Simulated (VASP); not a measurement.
ZnCd2S3:

```
Zn Cd S
1.0
    -1.98872    1.98872    8.43744
     1.98872   -1.98872    8.43744
     1.98872    1.98872   -8.43744
Zn Cd S
1 2 3
Direct
  0.00000 0.00000 0.00000
  0.66667 0.66667 0.00000
  0.33333 0.33333 0.00000
  0.75000 0.25000 0.50000
  0.41667 0.91667 0.50000
  0.08333 0.58333 0.50000
```

* Program: VASP 6.6.1
* Task: relaxation of cell and atoms
* Functional: PBE
* Potentials or basis: VASP PAW PBE potentials, release 64 (Zn, Cd, S)
* Cutoff: 600 eV
* k mesh: 6 × 6 × 6
* Occupations: gaussian, width 0.1 eV
* Spin: no spin polarisation

At the start: pressure 6.5 GPa; volume 22.25 Å³/atom.

Task: How do energy, volume and symmetry change on relaxing?

Result: Over 9 steps the energy falls by 82.6 meV/atom and the volume is 23.95 Å³/atom (+7.7 %); space group I-4m2 (No. 119, to 0.1 Å) before and after.

The path:
```
step  energy change (eV)  largest force (eV/Å)  pressure (GPa)  volume (Å³)
   1              0.0000                1.6172            6.49       133.48
   2             -0.3449                0.5250           -2.25       151.67
   3             -0.3634                0.6967           -0.95       147.92
   4             -0.4238                0.4584           -0.57       146.41
   5             -0.4755                0.4010            0.60       142.87
   6             -0.4767                0.3903            0.41       143.38
   7             -0.4932                0.1425           -0.13       144.49
   8             -0.4946                0.0503           -0.29       144.91
   9             -0.4954                0.0240            0.19       143.72
```

Final structure:
```yaml
crystal:
  lattice:
    - [-2.03128, 2.03128, 8.70814]
    - [2.03128, -2.03128, 8.70814]
    - [2.03128, 2.03128, -8.70814]
  atoms:
    - { symbol: Zn, position: [0.00000, 0.00000, 0.00000] }
    - { symbol: Cd, position: [0.66117, 0.66117, 0.00000] }
    - { symbol: Cd, position: [0.33883, 0.33883, 0.00000] }
    - { symbol: S, position: [0.75000, 0.25000, 0.50000] }
    - { symbol: S, position: [0.42772, 0.92772, 0.50000] }
    - { symbol: S, position: [0.07228, 0.57228, 0.50000] }
```
